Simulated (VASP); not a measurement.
A run of VASP 6.6.1 is set up as follows.

The input INCAR:

```
SYSTEM = Ba2HfC3
  PREC = Accurate
  ENCUT = 520
  EDIFF = 1E-6
  ISMEAR = 0
  SIGMA = 0.1
  LREAL = .FALSE.
  LASPH = .TRUE.
  NELM = 100
  ALGO = Normal
  ISIF = 2
  LWAVE = .FALSE.
  LCHARG = .FALSE.
  GGA = PE
  NBANDS = 30
```

KPOINTS

```
regular mesh
0
G
  3 3 6
  0 0 0
```

POSCAR

```
Ba2HfC3
1.0
    6.4213173600      0.0000000000      0.0000000000
   -3.2106586800      5.5610239600      0.0000000000
    0.0000000000      0.0000000000      3.4668418300
Ba Hf C
2 1 3
Direct
    0.6666666700      0.3333333300      0.0000000000
    0.3333333300      0.6666666700      0.0000000000
    0.0000000000      0.0000000000      0.0000000000
    0.5000000000      0.5000000000      0.5000000000
    0.5000000000      0.0000000000      0.5000000000
    0.0000000000      0.5000000000      0.5000000000
```

Potentials or basis: VASP PAW PBE potentials, release 64 (Ba_sv, Hf_pv, C).

Command:

```console
$ cat potpaw_PBE.64/Ba_sv/POTCAR potpaw_PBE.64/Hf_pv/POTCAR potpaw_PBE.64/C/POTCAR > POTCAR
$ mpirun -np 1 vasp_std > vasp.out
```

(1) Estimate the band gap on the k mesh.

(2) Predict the pressure.

## Answers

(1) zero (band 21 reaches 3.25 eV, above the bottom of band 22 at 2.99 eV).

(2) 7.6 GPa.

Caveat: the k points lie up to 0.38 Å⁻¹ apart; spin-orbit coupling is left out, which moves the levels of the heavy elements.
